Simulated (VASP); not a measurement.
# AlN (Cm) in VASP: a series of runs

AlN is run at these levels: PBE; tasks: single point.

Everything below comes from runs of VASP 6.6.1. Logs are shortened: lines on timing, memory, paths and dates and some standing lists are left out, and cuts for length are marked.

## 1. The cell of the first run

Symmetry: Cm, No. 8, monoclinic system. Conventional cell: a = 5.422 Å, b = 3.130 Å, c = 5.018 Å, α = 90.00°, β = 90.00°, γ = 90.00°. Al (site symmetry m) has 4 N at 1.88 to 1.98 Å within 2.5 Å. Al (site symmetry m) has 4 N at 1.84 to 1.94 Å within 2.4 Å. Within 2.4 Å of N (site symmetry m) lie 4 Al at 1.84 to 1.94 Å. N (site symmetry m) has 4 Al at 1.88 to 1.98 Å within 2.5 Å.

## 2. Single point, PBE

Contents of INCAR:

```
SYSTEM = AlN
PREC     = Accurate       ! precision mode
ENCUT    = 520            ! plane-wave cutoff, eV
EDIFF    = 1E-6           ! SCF threshold, eV
ISMEAR   = 0              ! smearing method
SIGMA    = 0.05           ! smearing width, eV
LREAL    = .False.        ! projectors in reciprocal space
LASPH    = .True.         ! aspherical terms in the spheres
NELM     = 60             ! most SCF steps
ALGO     = Normal         ! electronic algorithm
ISIF     = 2              ! what is computed and relaxed
LWAVE    = .False.        ! write WAVECAR
LCHARG   = .True.         ! write CHGCAR
GGA      = PE             ! functional
LELF     = .True.         ! ELF
LVHAR    = .True.       
NBANDS   = 16             ! bands
```

Contents of KPOINTS:

```
regular mesh
0
Gamma
  12 12 6
  0 0 0
```

Contents of POSCAR:

```
AlN
1.0
    3.1302395629      0.0000000000      0.0000000000
   -1.5651197815      2.7108669814      0.0000000000
    0.0000000000      0.0000000000      5.0179796548
Al N
2 2
Direct
    0.3596146927      0.6798073464      0.0063985511
    0.6929480261      0.3464740130      0.5063985511
    0.3333333333      0.6666666667      0.3832712825
    0.6666666667      0.3333333333      0.8832712825
```

Potentials or basis: VASP PAW PBE potentials, release 64 (Al, N).

On the command line:

```console
$ cat potpaw_PBE.64/Al/POTCAR potpaw_PBE.64/N/POTCAR > POTCAR
$ mpirun -np 1 vasp_std > vasp.out
```

OUTCAR:

```text
SYSTEM = AlN
   PREC = Accurate
   ENCUT = 520
   EDIFF = 1E-6
   ISMEAR = 0
   LREAL = .False.
   LASPH = .True.
   NELM = 60
   ISIF = 2
   GGA = PE

 ion  position               nearest neighbor table
   1  0.360  0.680  0.006-   4 1.88   4 1.88   3 1.89   4 1.98   2 3.09   2 3.09   2 3.09   2 3.09
                             2 3.09   2 3.09
   2  0.693  0.346  0.506-   3 1.84   4 1.89   3 1.94   3 1.94   1 3.09   1 3.09   1 3.09   1 3.09
                             1 3.09   1 3.09
   3  0.333  0.667  0.383-   2 1.84   1 1.89   2 1.94   2 1.94
   4  0.667  0.333  0.883-   1 1.88   1 1.88   2 1.89   1 1.98

  LATTYP: Found a hexagonal cell.
 ALAT       =     3.1302395629
 C/A-ratio  =     1.6030656932

  Lattice vectors:

 A1 = (   3.1302395629,   0.0000000000,   0.0000000000)
 A2 = (  -1.5651197815,   2.7108669814,   0.0000000000)
 A3 = (   0.0000000000,   0.0000000000,   5.0179796548)

Analysis of symmetry for initial positions (statically):
=====================================================================
 Subroutine PRICEL returns:
 Original cell was already a primitive cell.

 Routine SETGRP: Setting up the symmetry group for a
 hexagonal supercell.

 Subroutine GETGRP returns: Found  2 space group operations
 (whereof  2 operations were pure point group operations)
 out of a pool of 24 trial point group operations.

The static configuration has the point symmetry C_1h.

Analysis of symmetry for dynamics (positions and initial velocities):
=====================================================================
 Subroutine PRICEL returns:
 Original cell was already a primitive cell.

 Routine SETGRP: Setting up the symmetry group for a
 hexagonal supercell.

 Subroutine GETGRP returns: Found  2 space group operations
 (whereof  2 operations were pure point group operations)
 out of a pool of 24 trial point group operations.

The dynamic configuration has the point symmetry C_1h.

 Subroutine INISYM returns: Found  2 space group operations
 (whereof  2 operations are pure point group operations),
 and found     1 'primitive' translations

----------------------------------------------------------------------------------------

                                     Primitive cell

  volume of cell :      42.5809

  direct lattice vectors                    reciprocal lattice vectors
     3.130239563  0.000000000  0.000000000     0.319464367  0.184442838  0.000000000
    -1.565119781  2.710866981  0.000000000     0.000000000  0.368885676  0.000000000
     0.000000000  0.000000000  5.017979655     0.000000000  0.000000000  0.199283391

  length of vectors
     3.130239563  3.130239563  5.017979655     0.368885676  0.368885676  0.199283391

  position of ions in fractional coordinates (direct lattice)
     0.359614693  0.679807346  0.006398551
     0.692948026  0.346474013  0.506398551
     0.333333333  0.666666667  0.383271282
     0.666666667  0.333333333  0.883271282

  ion indices of the primitive-cell ions
   primitive index   ion index
                 1           1
                 2           2
                 3           3
                 4           4

----------------------------------------------------------------------------------------

 KPOINTS: regular mesh

Automatic generation of k-mesh.
 Grid dimensions read from file:
 generate k-points for:   12   12    6

 Generating k-lattice:

  Cartesian coordinates                     Fractional coordinates (reciprocal lattice)
     0.026622031  0.015370237  0.000000000     0.083333333 -0.000000000  0.000000000
     0.000000000  0.030740473  0.000000000     0.000000000  0.083333333  0.000000000
     0.000000000  0.000000000  0.033213898     0.000000000  0.000000000  0.166666667

  Length of vectors
     0.030740473  0.030740473  0.033213898

  Shift w.r.t. Gamma in fractional coordinates (k-lattice)
     0.000000000  0.000000000  0.000000000

 Subroutine IBZKPT returns following result:
 ===========================================

 Found    242 irreducible k-points:

 Following reciprocal coordinates:
            Coordinates               Weight
  0.000000  0.000000  0.000000      1.000000
  0.083333  0.000000  0.000000      2.000000
  0.000000  0.083333  0.000000      4.000000
  0.166667  0.000000  0.000000      2.000000
  0.000000  0.166667  0.000000      4.000000
  0.250000  0.000000  0.000000      2.000000
[... 16 lines left out ...]
 -0.083333  0.416667  0.000000      4.000000
 -0.416667  0.333333  0.000000      4.000000
 [... further k-points ...]
   k-points           NKPTS =    242   k-points in BZ     NKDIM =    242   number of bands    NBANDS=     16
   number of dos      NEDOS =    301   number of ions     NIONS =      4
   total plane-waves  NPLWV =  23040
   dimension x,y,z NGX =    24 NGY =   24 NGZ =   40
   dimension x,y,z NGXF=    48 NGYF=   48 NGZF=   80
   ions per type =               2   2
   NGX,Y,Z   is equivalent  to a cutoff of  12.75, 12.75, 13.25 a.u.
[... 34 lines left out ...]
  Thomas-Fermi vector in A             =   2.317620
   LORBIT       =      0    0 simple, 1 ext, 2 COOP (PROOUT), +10 PAW based schemes
   GGA     = PE    functional components
   LHFCALC =     F    Hartree Fock is set to
   AEXX    =    0.0000 exact exchange contribution
   IVDW    =     0    specifies the selected vdW correction
   LEPSILON=     F    determine dielectric tensor
   LRPA    =     F    only Hartree local field effects (RPA)
 non-spin polarized calculation
 Gauss-broadening in eV      SIGMA  =   0.05
  energy-cutoff  :      520.00
  volume of cell :       42.58
 maximum number of plane-waves:      1170
   NGX = 11   NGY = 11   NGZ = 19

 number of electron      15.9999998 magnetization

 Free energy of the ion-electron system (eV)
  ---------------------------------------------------
  ext. energy  EPLUGINS =         0.00000000
  ---------------------------------------------------
  free energy    TOTEN  =       -29.70476747 eV

  energy without entropy =      -29.70476747  energy(sigma->0) =      -29.70476747

 E-fermi :   6.2454     XC(G=0): -10.8266

 val. band max:        5.9633243494   @ k =   0.0000   0.0000   0.0000
 cond. band min:       9.9889241114   @ k =   0.0000   0.0000   0.0000
 fundamental gap:      4.0255997620
 Fermi energy:         6.2453768087

 k-point     1 :       0.0000    0.0000    0.0000
  band No.  band energies     occupation
      1      -9.1051      2.00000
      2      -7.0202      2.00000
      3       0.0301      2.00000
      4       5.1160      2.00000
      5       5.1231      2.00000
      6       5.7450      2.00000
[... 8 lines left out ...]
     15      18.9683      0.00000
     16      18.9912      0.00000

 k-point     2 :       0.0833    0.0000    0.0000
  band No.  band energies     occupation
      1      -9.0186      2.00000
      2      -6.9715      2.00000
      3       0.1338      2.00000
      4       4.7158      2.00000
      5       5.0049      2.00000
      6       5.3773      2.00000
[... 8 lines left out ...]
     15      18.9829      0.00000
     16      19.0228      0.00000

 k-point     3 :       0.0000    0.0833    0.0000
  band No.  band energies     occupation
      1      -9.0186      2.00000
      2      -6.9714      2.00000
      3       0.1338      2.00000
      4       4.7117      2.00000
      5       5.0005      2.00000
      6       5.4015      2.00000
[... 8 lines left out ...]
     15      18.9714      0.00000
     16      19.0482      0.00000

 k-point     4 :       0.1667    0.0000    0.0000
  band No.  band energies     occupation
      1      -8.7666      2.00000
      2      -6.8384      2.00000
      3       0.4393      2.00000
      4       3.7249      2.00000
      5       4.5056      2.00000
      6       4.7394      2.00000
[... 8 lines left out ...]
     15      18.2783      0.00000
     16      18.6263      0.00000
[... 324 lines left out ...]
 k-point    22 :       0.3333    0.0833    0.0000
  band No.  band energies     occupation
      1      -7.6044      2.00000
      2      -6.4714      2.00000
      3       1.2022      2.00000
      4       1.9604      2.00000
      5       2.3440      2.00000
      6       3.8491      2.00000
[... 8 lines left out ...]
     15      18.1181      0.00000
     16      20.5549      0.00000

 k-point    23 :      -0.0833    0.4167    0.0000
  band No.  band energies     occupation
      1      -7.6047      2.00000
      2      -6.4703      2.00000
      3       1.1971      2.00000
      4       1.9649      2.00000
      5       2.3362      2.00000
      6       3.8666      2.00000
[... 8 lines left out ...]
     15      18.0643      0.00000
     16      20.5734      0.00000

 k-point    24 :      -0.4167    0.3333    0.0000
  band No.  band energies     occupation
      1      -7.6047      2.00000
      2      -6.4706      2.00000
      3       1.1990      2.00000
      4       1.9633      2.00000
      5       2.3351      2.00000
      6       3.8686      2.00000
[... 8 lines left out ...]
     15      18.0921      0.00000
     16      20.5635      0.00000

 [... further k-points ...]
[... 5 lines left out ...]
  --------------------------------------------------------------------------------------
  -------------------------------------------------------------------------------------
  Total       -0.0431799     -0.1311453      0.5292306      0.0761803     -0.3575354     -0.6192694
  in kB       -1.6247153     -4.9345640     19.9131892      2.8664131    -13.4528686    -23.3010518
  external PRESSURE =       4.4513033 kB  Pullay stress =       0.0000000 kB

 VOLUME and BASIS-vectors are now :
 -----------------------------------------------------------------------------
  energy-cutoff  :      520.00
  volume of cell :       42.58
      direct lattice vectors                 reciprocal lattice vectors
     3.130239563  0.000000000  0.000000000     0.319464367  0.184442838  0.000000000
    -1.565119781  2.710866981  0.000000000     0.000000000  0.368885676  0.000000000
     0.000000000  0.000000000  5.017979655     0.000000000  0.000000000  0.199283391

 POSITION                                       TOTAL-FORCE (eV/Angst)
 -----------------------------------------------------------------------------------
      0.06170      1.84287      0.03211        -0.741289     -0.427984     -0.221534
      1.62682      0.93924      2.54110        -0.941642     -0.543658     -0.210104
     -0.00000      1.80724      1.92325         0.942551      0.544182      0.209609
      1.56512      0.90362      4.43224         0.740381      0.427459      0.222030
 -----------------------------------------------------------------------------------
    total drift:                                0.000457      0.000263      0.000830

  FREE ENERGIE OF THE ION-ELECTRON SYSTEM (eV)
  ---------------------------------------------------
  free  energy   TOTEN  =       -29.7047674657 eV

  energy  without entropy=      -29.7047674657  energy(sigma->0) =      -29.70476747
```

Wall time 64 s (1 thread of Intel Xeon Platinum 8488C (Sapphire Rapids), shared host); peak memory 0.25 GiB.

What came out:

```
Free energy            : -29.7048 eV
Pressure               : 0.4 GPa
Largest force          : 1.108 eV/Å
Band gap on the k mesh : 4.03 eV, direct
```

Forces in eV/Å, atoms in the order of the input:
```
Al  -0.741 -0.428 -0.222
Al  -0.942 -0.544 -0.210
N    0.943  0.544  0.210
N    0.740  0.427  0.222
```

Stress tensor (GPa, compression positive):
```
-0.16  0.29 -2.33
 0.29 -0.49 -1.35
-2.33 -1.35  1.99
```

Levels at points of the mesh, in eV from the valence-band top:
| k point | band 6 | band 7 | band 8 | band 9 | band 10 | band 11 |
| --- | --- | --- | --- | --- | --- | --- |
| (0.00, 0.00, 0.00) | -0.22 | -0.14 | 0.00 | 4.03 | 6.48 | 10.39 |
| (0.50, 0.00, 0.00) | -2.04 | -1.79 | -0.65 | 5.72 | 5.75 | 8.03 |
| (0.00, 0.50, 0.00) | -2.02 | -1.80 | -0.64 | 5.71 | 5.73 | 8.00 |
| (0.00, 0.00, 0.50) | -0.64 | -0.36 | -0.35 | 6.26 | 6.26 | 10.13 |
| (0.50, 0.00, 0.50) | -1.46 | -1.30 | -1.30 | 5.21 | 5.24 | 9.08 |
| (0.00, 0.50, 0.50) | -1.45 | -1.34 | -1.25 | 5.21 | 5.23 | 9.11 |

Caveat: the cell differs from its parent crystal (all Al atoms moved -0.075 Å, as atom 1 towards its neighbour atom 4 (N) at 1.902 Å); forces of over 1 eV/Å act on the atoms, so gaps and moduli don't describe the material at rest. A k mesh can miss the band edges.

## 3. Single point, PBE

Contents of INCAR:

```
ALGO = Normal
EDIFF = 1E-7
ENCUT = 520
GGA = PE
ISIF = 2
ISMEAR = 0
LASPH = T
LCHARG = T
LELF = T
LREAL = F
LVHAR = T
LWAVE = F
NBANDS = 16
NELM = 60
PREC = Accurate
SIGMA = 0.05
```

Contents of KPOINTS:

```
k-points
0
Gamma
  12 12 6
```

POSCAR, as its differences from that of step 2:

```diff
@@ -8,4 +8,4 @@
 Direct
-    0.3596146927      0.6798073464      0.0063985511
-    0.6929480261      0.3464740130      0.5063985511
+    0.3158124271      0.6579062135     -0.0013845049
+    0.6491457604      0.3245728802      0.4986154951
     0.3333333333      0.6666666667      0.3832712825
```

Potentials or basis: VASP PAW PBE potentials, release 64 (Al, N).

On the command line:

```console
$ cat potpaw_PBE.64/Al/POTCAR potpaw_PBE.64/N/POTCAR > POTCAR
$ mpirun -np 1 vasp_std > vasp.out
```

Run time: 66 s. Hardware: 1 thread of Intel Xeon Platinum 8488C (Sapphire Rapids), shared host; peak memory 0.26 GiB.

It converged, with:

```
Free energy            : -29.7443 eV
Pressure               : 0.0 GPa
Largest force          : 0.791 eV/Å
Band gap on the k mesh : 3.97 eV, direct
```

Forces in eV/Å, atoms in the order of the input:
```
Al   0.658  0.380  0.217
Al   0.561  0.324  0.214
N   -0.561 -0.324 -0.213
N   -0.658 -0.380 -0.217
```

Stress tensor (GPa, compression positive):
```
 0.78  0.14  1.50
 0.14  0.63  0.86
 1.50  0.86 -1.41
```

Levels at points of the mesh, in eV from the valence-band top:
| k point | band 5 | band 6 | band 7 | band 8 | band 9 | band 10 | band 11 | band 12 |
| --- | --- | --- | --- | --- | --- | --- | --- | --- |
| (0.00, 0.00, 0.00) | -0.95 | -0.29 | -0.28 | 0.00 | 3.97 | 6.44 | 10.42 | 10.95 |
| (0.50, 0.00, 0.00) | -3.34 | -2.14 | -1.78 | -0.76 | 5.70 | 5.73 | 7.95 | 10.05 |
| (0.00, 0.50, 0.00) | -3.34 | -2.13 | -1.78 | -0.76 | 5.70 | 5.72 | 7.94 | 10.06 |
| (0.00, 0.00, 0.50) | -0.72 | -0.72 | -0.52 | -0.52 | 6.26 | 6.26 | 10.09 | 10.09 |
| (0.50, 0.00, 0.50) | -1.61 | -1.44 | -1.44 | -1.34 | 5.18 | 5.20 | 8.99 | 9.12 |
| (0.00, 0.50, 0.50) | -1.59 | -1.51 | -1.39 | -1.33 | 5.19 | 5.19 | 9.01 | 9.08 |

Caveat: the cell differs from its parent crystal (all Al atoms moved +0.050 Å, as atom 1 towards its neighbour atom 4 (N) at 1.902 Å).

## 4. Single point, PBE

Contents of INCAR:

```
SYSTEM = AlN
PREC = Accurate
ENCUT = 520
EDIFF = 1E-6
ISMEAR = 0
SIGMA = 0.05
LREAL = .FALSE.
LASPH = .TRUE.
NELM = 60
ALGO = Normal
ISIF = 2
LWAVE = .FALSE.
LCHARG = .FALSE.
GGA = PE
NBANDS = 16
```

Contents of KPOINTS:

```
regular mesh
0
G
  12 12 6
  0 0 0
```

POSCAR, as its differences from that of step 3:

```diff
@@ -8,4 +8,4 @@
 Direct
-    0.3158124271      0.6579062135     -0.0013845049
-    0.6491457604      0.3245728802      0.4986154951
+    0.3420937865      0.6710468932      0.0032853287
+    0.6754271198      0.3377135599      0.5032853287
     0.3333333333      0.6666666667      0.3832712825
```

On the command line:

```console
$ cat potpaw_PBE.64/Al/POTCAR potpaw_PBE.64/N/POTCAR > POTCAR
$ mpirun -np 1 vasp_std > vasp.out
```

Wall time 2.2 min (1 thread of Intel Xeon 8259CL, shared host); peak memory 0.26 GiB.

Results (log left out):

| Item | Value |
| --- | --- |
| Free energy | -29.7719 eV |
| Pressure | -0.2 GPa |
| Largest force | 0.357 eV/Å |
| Band gap on the k mesh | 4.06 eV, direct |

Forces in eV/Å, atoms in the order of the input:
```
Al  -0.277 -0.160 -0.086
Al  -0.300 -0.173 -0.086
N    0.300  0.173  0.086
N    0.277  0.160  0.086
```

Stress tensor (GPa, compression positive):
```
-0.46  0.03 -0.76
 0.03 -0.49 -0.44
-0.76 -0.44  0.47
```

Levels at points of the mesh, in eV from the valence-band top:
```csv
k point,band 6,band 7,band 8,band 9,band 10,band 11
"(0.00, 0.00, 0.00)",-0.18,-0.17,0.00,4.06,6.52,10.45
"(0.50, 0.00, 0.00)",-2.03,-1.74,-0.65,5.76,5.77,8.04
"(0.00, 0.50, 0.00)",-2.03,-1.74,-0.65,5.76,5.77,8.04
"(0.00, 0.00, 0.50)",-0.55,-0.46,-0.45,6.32,6.32,10.18
"(0.50, 0.00, 0.50)",-1.37,-1.36,-1.31,5.25,5.26,9.14
"(0.00, 0.50, 0.50)",-1.41,-1.34,-1.31,5.25,5.26,9.15
```

Caveat: the cell differs from its parent crystal (all Al atoms moved -0.025 Å, as atom 1 towards its neighbour atom 4 (N) at 1.902 Å). A k mesh can miss the band edges.

## 5. Single point, PBE

Contents of INCAR:

```
  ALGO = Normal
  EDIFF = 1E-7
  ENCUT = 520
  GGA = PE
  ISIF = 2
  ISMEAR = 0
  LASPH = True
  LCHARG = False
  LREAL = False
  LWAVE = False
  NBANDS = 16
  NELM = 100
  PREC = Accurate
  SIGMA = 0.05
```

Contents of KPOINTS:

```
k-points
0
Gamma
  12 12 6
```

POSCAR, as its differences from that of step 4:

```diff
@@ -8,4 +8,4 @@
 Direct
-    0.3420937865      0.6710468932      0.0032853287
-    0.6754271198      0.3377135599      0.5032853287
+    0.3026717474      0.6513358737     -0.0037194217
+    0.6360050807      0.3180025404      0.4962805783
     0.3333333333      0.6666666667      0.3832712825
```

On the command line:

```console
$ cat potpaw_PBE.64/Al/POTCAR potpaw_PBE.64/N/POTCAR > POTCAR
$ mpirun -np 1 vasp_std > vasp.out
```

It took 2.7 min on 1 thread of Intel Xeon 8259CL, shared host; peak memory 0.26 GiB.

It converged, with:

* Free energy: -29.6668 eV
* Pressure: 0.6 GPa
* Largest force: 1.512 eV/Å
* Band gap on the k mesh: 3.91 eV, direct

Forces in eV/Å, atoms in the order of the input:
```
Al   1.255  0.725  0.421
Al   0.950  0.549  0.402
N   -0.949 -0.548 -0.402
N   -1.257 -0.726 -0.422
```

Stress tensor (GPa, compression positive):
```
 2.26  0.43  2.64
 0.43  1.76  1.53
 2.64  1.53 -2.14
```

Levels at points of the mesh, in eV from the valence-band top:
```csv
k point,band 4,band 5,band 6,band 7,band 8,band 9,band 10,band 11,band 12,band 13
"(0.00, 0.00, 0.00)",-1.06,-1.04,-0.36,-0.33,0.00,3.91,6.37,10.37,10.88,10.89
"(0.50, 0.00, 0.00)",-4.27,-3.37,-2.23,-1.81,-0.83,5.65,5.69,7.88,9.96,10.72
"(0.00, 0.50, 0.00)",-4.27,-3.38,-2.19,-1.82,-0.82,5.63,5.67,7.85,9.99,10.75
"(0.00, 0.00, 0.50)",-3.39,-0.87,-0.86,-0.53,-0.51,6.20,6.20,10.00,10.01,11.07
"(0.50, 0.00, 0.50)",-5.56,-1.75,-1.51,-1.45,-1.34,5.12,5.15,8.86,9.08,11.39
"(0.00, 0.50, 0.50)",-5.61,-1.71,-1.58,-1.42,-1.32,5.13,5.14,8.89,9.01,11.40
```

Caveat: the cell differs from its parent crystal (all Al atoms moved +0.087 Å, as atom 1 towards its neighbour atom 4 (N) at 1.902 Å); forces of over 1 eV/Å act on the atoms, so gaps and moduli don't describe the material at rest.
